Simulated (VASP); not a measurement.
A run of VASP 6.6.1 is set up as follows.

The input POSCAR:

```
MgI2
1.0
    4.1566377955      0.0000000000      0.0000000000
   -2.0783188977      3.5997539252      0.0000000000
    0.0000000000      0.0000000000      6.8756120274
Mg I
1 2
Direct
    0.0000000000      0.0000000000      0.0000000000
    0.3333333333      0.6666666667      0.2425739793
    0.6666666667      0.3333333333      0.7574260207
```

File INCAR.step1:

```
SYSTEM = MgI2
  ALGO = Normal
  EDIFF = 1E-5
  ENCUT = 520
  GGA = PE
  ISIF = 2
  ISMEAR = 0
  LASPH = .True.
  LCHARG = .False.
  LREAL = .False.
  LWAVE = .True.
  NBANDS = 15
  NELM = 60
  PREC = Accurate
  SIGMA = 0.01
```

Contents of INCAR.step2:

```
SYSTEM = MgI2
  ALGO = Normal
  EDIFF = 1E-7
  ENCUT = 520
  GGA = PE
  HFSCREEN = 0.2079
  ISIF = 2
  ISMEAR = 0
  ISTART = 1
  LASPH = .True.
  LCHARG = .False.
  LHFCALC = .True.
  LREAL = .False.
  LWAVE = .False.
  NBANDS = 15
  NELM = 60
  PREC = Accurate
  PRECFOCK = Normal
  SIGMA = 0.01
```

Contents of KPOINTS:

```
k-points
0
Gamma
  6 6 2
  0 0 0
```

Potentials or basis: VASP PAW PBE potentials, release 64 (Mg, I).

Launch:

```console
$ cat potpaw_PBE.64/Mg/POTCAR potpaw_PBE.64/I/POTCAR > POTCAR
$ cp INCAR.step1 INCAR
$ mpirun -np 1 vasp_std > vasp.out
$ cp INCAR.step2 INCAR
$ mpirun -np 1 vasp_std > vasp.out
```

(1) Predict the band gap on the k mesh.

(2) What does it give for the largest force?

(3) Estimate the pressure.

Results:

(1) 4.48 eV (least direct gap 4.67 eV).

(2) 0.127 eV/Å.

(3) 0.3 GPa.

Caveat: the k points lie up to 0.46 Å⁻¹ apart; the PAW data sets were made with another functional, which shifts forces and pressure a little; spin-orbit coupling is left out, which moves the levels of the heavy elements; this functional lacks dispersion, which binds layers or chains, so the pressure and a relaxed spacing across them are unreliable.
